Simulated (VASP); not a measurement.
Crystal: ZrS.

```
Zr S
1.0
     0.00000    2.60507    2.60507
     2.60507    0.00000    2.60507
     2.60507    2.60507    0.00000
Zr S
1 1
Direct
  0.00000 0.00000 0.00000
  0.50000 0.50000 0.50000
```

Base run:

- Program: VASP 6.6.1
- Functional: LDA
- Potentials or basis: VASP PAW LDA potentials, release 64 (Zr_sv, S)
- Cutoff: 520 eV
- k mesh: 16 × 16 × 16
- Occupations: gaussian, width 0.15 eV
- Spin: collinear spin
- Starting moments: [0.5, 0.0] μB
- Fixed moment: 0.5 μB

Its results: pressure -5.4 GPa; site moments Zr +0.29; S +0.02 μB.

Problem. The run is repeated on the same cell with these changes: fixed moment from 0.5 μB to 0.9 μB; moments at the start from [0.5, 0.0] to [0.9, 0.0]. What comes out?

Solution. Pressure -4.0 GPa; site moments Zr +0.52; S +0.04 μB.

Caveats: the cell stands under tension; the total moment is fixed, so each spin has its own Fermi level and the state may be an excited one.
